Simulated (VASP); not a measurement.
# Sc (P6_3/mmc) in VASP: a series of runs

Runs on Sc. Level: RPBE. Tasks: relaxation of cell and atoms.

Everything below comes from runs of VASP 6.6.1. Logs are shortened: lines on timing, memory, paths and dates and some standing lists are left out, and cuts for length are marked.

### 1 The cell of the first run

Symmetry: P6_3/mmc, No. 194, hexagonal system. The conventional cell has a = 3.291 Å, b = 3.291 Å, c = 5.333 Å, α = 90.00°, β = 90.00°, γ = 120.00°. Sc (site symmetry -6m2) has 12 Sc at 3.27 to 3.29 Å within 4.3 Å.

### 2 Relaxation of cell and atoms, RPBE

Contents of INCAR:

```
PREC = Accurate ; ENCUT = 600
EDIFF = 1E-6 ; ISMEAR = 0
SIGMA = 0.1 ; LREAL = False
LASPH = True ; NELM = 60
ALGO = Fast ; ISIF = 3
LWAVE = False ; LCHARG = False
GGA = RP ; IBRION = 2
NSW = 100 ; EDIFFG = -0.002
```

Contents of KPOINTS:

```
regular mesh
0
Gamma
  12 12 8
```

Contents of POSCAR:

```
Sc
1.0
    3.2912249500      0.0000000000      0.0000000000
   -1.6456124800      2.8502844200      0.0000000000
    0.0000000000      0.0000000000      5.3325723900
Sc
2
Direct
    0.3333333300      0.6666666700      0.2500000000
    0.6666666700      0.3333333300      0.7500000000
```

Potentials or basis: VASP PAW PBE potentials, release 64 (Sc_sv).

Launch:

```console
> cat potpaw_PBE.64/Sc_sv/POTCAR > POTCAR
> mpirun -np 1 vasp_std > vasp.out
```

OUTCAR:

```text
PREC = Accurate
   ENCUT = 600
   EDIFF = 1E-6
   ISMEAR = 0
   LREAL = False
   LASPH = True
   NELM = 60
   ISIF = 3
   GGA = RP
   IBRION = 2
   NSW = 100
   EDIFFG = -0.002

 ion  position               nearest neighbor table
   1  0.333  0.667  0.250-   2 3.27   2 3.27   2 3.27   2 3.27   2 3.27   2 3.27
   2  0.667  0.333  0.750-   1 3.27   1 3.27   1 3.27   1 3.27   1 3.27   1 3.27

  LATTYP: Found a hexagonal cell.
 ALAT       =     3.2912249500
 C/A-ratio  =     1.6202394157

  Lattice vectors:

 A1 = (   3.2912249500,   0.0000000000,   0.0000000000)
 A2 = (  -1.6456124800,   2.8502844200,   0.0000000000)
 A3 = (   0.0000000000,   0.0000000000,   5.3325723900)

Analysis of symmetry for initial positions (statically):
=====================================================================
 Subroutine PRICEL returns:
 Original cell was already a primitive cell.

 Routine SETGRP: Setting up the symmetry group for a
 hexagonal supercell.

 Subroutine GETGRP returns: Found 24 space group operations
 (whereof 12 operations were pure point group operations)
 out of a pool of 24 trial point group operations.

The static configuration has the point symmetry D_3d.
 The point group associated with its full space group is D_6h.

Analysis of symmetry for dynamics (positions and initial velocities):
=====================================================================
 Subroutine PRICEL returns:
 Original cell was already a primitive cell.

 Routine SETGRP: Setting up the symmetry group for a
 hexagonal supercell.

 Subroutine GETGRP returns: Found 24 space group operations
 (whereof 12 operations were pure point group operations)
 out of a pool of 24 trial point group operations.

The dynamic configuration has the point symmetry D_3d.
 The point group associated with its full space group is D_6h.

 Subroutine INISYM returns: Found 24 space group operations
 (whereof 12 operations are pure point group operations),
 and found     1 'primitive' translations

----------------------------------------------------------------------------------------

                                     Primitive cell

  volume of cell :      50.0245

  direct lattice vectors                    reciprocal lattice vectors
     3.291224950  0.000000000  0.000000000     0.303838241  0.175421091  0.000000000
    -1.645612480  2.850284420  0.000000000     0.000000000  0.350842180  0.000000000
     0.000000000  0.000000000  5.332572390     0.000000000  0.000000000  0.187526756

  length of vectors
     3.291224950  3.291224956  5.332572390     0.350842181  0.350842180  0.187526756

  position of ions in fractional coordinates (direct lattice)
     0.333333330  0.666666670  0.250000000
     0.666666670  0.333333330  0.750000000

  ion indices of the primitive-cell ions
   primitive index   ion index
                 1           1
                 2           2

----------------------------------------------------------------------------------------

 KPOINTS: regular mesh

Automatic generation of k-mesh.
 Grid dimensions read from file:
 generate k-points for:   12   12    8

 Generating k-lattice:

  Cartesian coordinates                     Fractional coordinates (reciprocal lattice)
     0.025319853  0.014618424  0.000000000     0.083333333  0.000000000  0.000000000
     0.000000000  0.029236848  0.000000000     0.000000000  0.083333333  0.000000000
     0.000000000  0.000000000  0.023440844     0.000000000  0.000000000  0.125000000

  Length of vectors
     0.029236848  0.029236848  0.023440844

  Shift w.r.t. Gamma in fractional coordinates (k-lattice)
     0.000000000  0.000000000  0.000000000

 Subroutine IBZKPT returns following result:
 ===========================================

 Found     95 irreducible k-points:

 Following reciprocal coordinates:
            Coordinates               Weight
  0.000000  0.000000  0.000000      1.000000
  0.083333  0.000000  0.000000      6.000000
  0.166667  0.000000  0.000000      6.000000
  0.250000  0.000000  0.000000      6.000000
  0.333333  0.000000  0.000000      6.000000
  0.416667  0.000000  0.000000      6.000000
[... 16 lines left out ...]
  0.250000  0.000000  0.125000     12.000000
  0.333333  0.000000  0.125000     12.000000
 [... further k-points ...]
   k-points           NKPTS =     95   k-points in BZ     NKDIM =     95   number of bands    NBANDS=     15
   number of dos      NEDOS =    301   number of ions     NIONS =      2
   total plane-waves  NPLWV =  37632
   dimension x,y,z NGX =    28 NGY =   28 NGZ =   48
   dimension x,y,z NGXF=    56 NGYF=   56 NGZF=   96
   ions per type =               2
   NGX,Y,Z   is equivalent  to a cutoff of  14.14, 14.14, 14.96 a.u.
   NGXF,Y,Z  is equivalent  to a cutoff of  28.29, 28.29, 29.93 a.u.
 SYSTEM =  unknown system
   PREC   = accura    normal or accurate (medium, high low for compatibility)
   ISTART =      0    job   : 0-new  1-cont  2-samecut
   ICHARG =      2    charge: 1-file 2-atom 10-const
   ISPIN  =      1    spin polarized calculation?
   LNONCOLLINEAR =      F non collinear calculations
   LSORBIT =      F    spin-orbit coupling
   LASPH  =      T    aspherical Exc in radial PAW
   ENCUT  =  600.0 eV  44.10 Ry    6.64 a.u.   6.57  6.57 10.65*2*pi/ulx,y,z
   NELM   =     60;   NELMIN=  2; NELMDL= -5     # of ELM steps
   EDIFF  = 0.1E-05   stopping-criterion for ELM
   LREAL  =      F    real-space projection
   EDIFFG = -.2E-02   stopping-criterion for IOM
   NSW    =    100    number of steps for IOM
   IBRION =      2    ionic relax: 0-MD 1-quasi-New 2-CG
   NFREE  =      1    steps in history (QN), initial steepest desc. (CG)
   ISIF   =      3    stress and relaxation
   ISYM   =      2    0-nonsym 1-usesym 2-fastsym
   POTIM  = 0.5000    time-step for ionic-motion
   TEBEG  =    0.0;   TEEND  =   0.0 temperature during run
   PSTRESS=    0.0 pullay stress
   NELECT =      22.0000    total number of electrons
   NUPDOWN=      -1.0000    fix difference up-down
   EMIN   =  10.00;   EMAX   =-10.00  energy-range for DOS
   EFERMI =   0.00;   METHOD = LEGACY
   ISMEAR =     0;   SIGMA  =   0.10  broadening in eV -4-tet -1-fermi 0-gaus
   EFERMI_NEDOS =   21; number of points for ismear=-14 and -15
   IALGO  =     68    algorithm
   IMIX   =      4    mixing-type and parameters
     AMIX     =   0.40;   BMIX     =  1.00
     AMIX_MAG =   1.60;   BMIX_MAG =  1.00
  volume/ion in A,a.u.               =      25.01       168.79
  Fermi-wavevector in a.u.,A,eV,Ry     =   1.244959  2.352630 21.087965  1.549922
  Thomas-Fermi vector in A             =   2.379202
   LORBIT       =      0    0 simple, 1 ext, 2 COOP (PROOUT), +10 PAW based schemes
   GGA     = RP    functional components
   LHFCALC =     F    Hartree Fock is set to
   AEXX    =    0.0000 exact exchange contribution
   IVDW    =     0    specifies the selected vdW correction
   LEPSILON=     F    determine dielectric tensor
   LRPA    =     F    only Hartree local field effects (RPA)
 conjugate gradient relaxation of ions
 non-spin polarized calculation
 RMM-DIIS sequential band-by-band and
 Gauss-broadening in eV      SIGMA  =   0.10
  energy-cutoff  :      600.00
  volume of cell :       50.02
 maximum number of plane-waves:      1707
 NGX is ok and might be reduce to    28
   NGX = 13   NGY = 13   NGZ = 21

--------------------------------------- Ionic step        1  -------------------------------------------

 number of electron      21.9999998 magnetization

 Free energy of the ion-electron system (eV)
  ---------------------------------------------------
  ext. energy  EPLUGINS =         0.00000000
  ---------------------------------------------------
  free energy    TOTEN  =       -11.87582788 eV

  energy without entropy =      -11.85313383  energy(sigma->0) =      -11.86448086

------------------------ aborting loop because EDIFF is reached ----------------------------------------

  FORCE on cell =-STRESS in cart. coord.  units (eV):
  Direction    XX          YY          ZZ          XY          YZ          ZX
  --------------------------------------------------------------------------------------
  -------------------------------------------------------------------------------------
  Total        0.7351255      0.7351255     -0.1512803     -0.0000000      0.0000000      0.0000000
  in kB       23.5445050     23.5445050     -4.8451870     -0.0000000      0.0000000      0.0000000
  external PRESSURE =      14.0812743 kB  Pullay stress =       0.0000000 kB
[... 273 lines left out ...]
  energy  without entropy=      -11.8707575284  energy(sigma->0) =      -11.88159022

--------------------------------------- Ionic step        9  -------------------------------------------

 number of electron      22.0000001 magnetization

 Free energy of the ion-electron system (eV)
  ---------------------------------------------------
  ext. energy  EPLUGINS =         0.00000000
  ---------------------------------------------------
  free energy    TOTEN  =       -11.89242593 eV

  energy without entropy =      -11.87074209  energy(sigma->0) =      -11.88158401

 E-fermi :   3.5654     XC(G=0):  -9.6029

 val. band max:        3.5620623656   @ k =   0.4167   0.1667   0.3750
 cond. band min:       3.5812289833   @ k =   0.4167   0.0833   0.3750
 fundamental gap:      0.0191666178
 Fermi energy:         3.5654127213

 k-point     1 :       0.0000    0.0000    0.0000
  band No.  band energies     occupation
      1     -46.0957      2.00000
      2     -46.0374      2.00000
      3     -24.8212      2.00000
      4     -24.5293      2.00000
      5     -24.5293      2.00000
      6     -24.4720      2.00000
      7     -24.4720      2.00000
      8     -24.4471      2.00000
      9      -1.4905      2.00000
     10       1.9926      2.00000
     11       4.0488      0.00000
     12       5.1317      0.00000
     13       5.1317      0.00000
     14       5.3614      0.00000
     15       5.5529      0.00000
[... 397 lines left out ...]
 k-point    24 :       0.3333    0.0000    0.1250
  band No.  band energies     occupation
      1     -46.0620      2.00000
      2     -46.0310      2.00000
      3     -24.7383      2.00000
      4     -24.6721      2.00000
      5     -24.6451      2.00000
      6     -24.5802      2.00000
      7     -24.5031      2.00000
      8     -24.5001      2.00000
      9       0.6343      2.00000
     10       2.8507      2.00000
     11       3.2047      2.00000
     12       3.6699      0.13948
     13       4.8910      0.00000
     14       5.1240      0.00000
     15       5.1301      0.00000

 [... further k-points ...]

------------------------ aborting loop because EDIFF is reached ----------------------------------------

  FORCE on cell =-STRESS in cart. coord.  units (eV):
  Direction    XX          YY          ZZ          XY          YZ          ZX
  --------------------------------------------------------------------------------------
  -------------------------------------------------------------------------------------
  Total       -0.0007388     -0.0007388     -0.0012146      0.0000000     -0.0000000     -0.0000000
  in kB       -0.0230887     -0.0230887     -0.0379578      0.0000000     -0.0000000     -0.0000000
  external PRESSURE =      -0.0280451 kB  Pullay stress =       0.0000000 kB
[... 17 lines left out ...]
  FREE ENERGIE OF THE ION-ELECTRON SYSTEM (eV)
  ---------------------------------------------------
  free  energy   TOTEN  =       -11.8924259313 eV

  energy  without entropy=      -11.8707420908  energy(sigma->0) =      -11.88158401

 reached required accuracy - stopping structural energy minimisation
```

Run time: 4.6 min. Hardware: 1 thread of Intel Xeon Platinum 8488C (Sapphire Rapids), shared host; peak memory 0.25 GiB.

What came out:

```
Free energy                           : -11.8924 eV
Relaxed volume                        : 25.63 Å³/atom
Relaxed cell                          : a = 3.360 Å, b = 3.360 Å, c = 5.245 Å, α = 90.00°, β = 90.00°, γ = 120.00°
Space group after relaxing (to 0.1 Å) : P6_3/mmc (No. 194)
Energy gained by relaxing             : 8.3 meV/atom
Ionic steps                           : 9
Pressure after relaxing               : 0.0 GPa
Band gap on the k mesh                : zero (bands 11 and 12 overlap by 1.40 eV)
```

The path:
```
step  energy change (eV)  largest force (eV/Å)  pressure (GPa)  volume (Å³)
   1              0.0000                0.0000            1.41        50.02
   2             -0.0142                0.0000           -0.32        51.63
   3             -0.0143                0.0000           -0.45        51.76
   4             -0.0164                0.0000           -0.12        51.41
   5             -0.0166                0.0000           -0.06        51.31
   6             -0.0166                0.0000           -0.02        51.28
   7             -0.0166                0.0000           -0.05        51.29
   8             -0.0166                0.0000            0.03        51.24
   9             -0.0166                0.0000            0.00        51.27
```

Final structure:
```cif
data_structure
_symmetry_space_group_name_H-M 'P 1'
_symmetry_Int_Tables_number 1
_cell_length_a 3.3596
_cell_length_b 3.3596
_cell_length_c 5.2450
_cell_angle_alpha 90.000
_cell_angle_beta 90.000
_cell_angle_gamma 120.000
_cell_volume 51.27
loop_
_atom_site_label
_atom_site_type_symbol
_atom_site_fract_x
_atom_site_fract_y
_atom_site_fract_z
_atom_site_occupancy
Sc1 Sc 0.33333 0.66667 0.25000 1
Sc2 Sc 0.66667 0.33333 0.75000 1
```

Levels at points of the mesh, in eV from the Fermi level:
```tsv
k point	band 9	band 10	band 11	band 12	band 13	band 14
(0.00, 0.00, 0.00)	-5.06	-1.57	0.48	1.57	1.57	1.80
(0.50, 0.00, 0.00)	-1.59	-1.02	-0.62	-0.36	1.24	1.33
(0.00, 0.00, 0.50)	-3.56	-3.56	0.96	0.96	1.49	1.49
(0.50, 0.00, 0.50)	-1.41	-1.41	0.05	0.05	1.20	1.20
```

Caveat: the PAW data sets were made with another functional, which shifts forces and pressure a little.

### 3 Relaxation of cell and atoms, RPBE

This run uses another cell than the first one, of 25.60 Å³/atom.

Contents of INCAR:

```
PREC = Accurate
ENCUT = 600
EDIFF = 1E-6
ISMEAR = -1
SIGMA = 0.15
LREAL = False
LASPH = True
NELM = 80
ALGO = Normal
ISIF = 3
LWAVE = False
LCHARG = False
GGA = RP
IBRION = 2
NSW = 80
EDIFFG = -0.001
```

KPOINTS is that of step 2.

Contents of POSCAR:

```
Sc
1.0
    3.3581987970      0.0000000029      0.0000000000
   -1.6790994010      2.9082854677      0.0000000000
    0.0000000000      0.0000000000      5.2413987617
Sc
2
Direct
    0.3333333333      0.6666666667      0.2500000000
    0.6666666667      0.3333333333      0.7500000000
```

Potentials or basis: VASP PAW PBE potentials, release 64 (Sc_sv).

Launch:

```console
> cat potpaw_PBE.64/Sc_sv/POTCAR > POTCAR
> mpirun -np 1 vasp_std > vasp.out
```

It took 3.8 min on 1 thread of Intel Xeon Platinum 8488C (Sapphire Rapids), shared host; peak memory 0.24 GiB.

The run converged. Its results:

- Free energy: -12.0277 eV
- Relaxed volume: 25.83 Å³/atom
- Relaxed cell: a = 3.358 Å, b = 3.358 Å, c = 5.289 Å, α = 90.00°, β = 90.00°, γ = 120.00°
- Space group after relaxing (to 0.1 Å): P6_3/mmc (No. 194)
- Energy gained by relaxing: 0.7 meV/atom
- Ionic steps: 14
- Pressure after relaxing: 0.0 GPa
- Band gap on the k mesh: zero (bands 11 and 12 overlap by 1.36 eV)

The path:
```
step  energy change (eV)  largest force (eV/Å)  pressure (GPa)  volume (Å³)
   1              0.0000                0.0000            0.45        51.19
   2             -0.0012                0.0000           -0.06        51.73
   3             -0.0012                0.0000           -0.06        51.75
   4             -0.0012                0.0000           -0.12        51.80
   5             -0.0012                0.0000           -0.11        51.77
   6             -0.0013                0.0000           -0.04        51.71
   7             -0.0013                0.0000           -0.02        51.68
   8             -0.0013                0.0000            0.01        51.69
   9             -0.0013                0.0000           -0.01        51.70
  10             -0.0013                0.0000           -0.01        51.70
  11             -0.0013                0.0000           -0.02        51.69
  12             -0.0013                0.0000           -0.01        51.69
  13             -0.0013                0.0000           -0.01        51.68
  14             -0.0013                0.0000            0.00        51.67
```

Final structure:
```
CELL_PARAMETERS angstrom
3.35842 0.00000 0.00000
-1.67921 2.90848 0.00000
0.00000 0.00000 5.28947
ATOMIC_POSITIONS crystal
Sc 0.33333 0.66667 0.25000
Sc 0.66667 0.33333 0.75000
```

Levels at points of the mesh, in eV from the Fermi level:
```csv
k point,band 9,band 10,band 11,band 12,band 13,band 14
"(0.00, 0.00, 0.00)",-5.06,-1.59,0.39,1.56,1.56,1.73
"(0.50, 0.00, 0.00)",-1.59,-1.01,-0.63,-0.35,1.20,1.35
"(0.00, 0.00, 0.50)",-3.59,-3.59,0.91,0.91,1.49,1.49
"(0.50, 0.00, 0.50)",-1.41,-1.41,0.03,0.03,1.17,1.17
```

Caveat: the PAW data sets were made with another functional, which shifts forces and pressure a little.
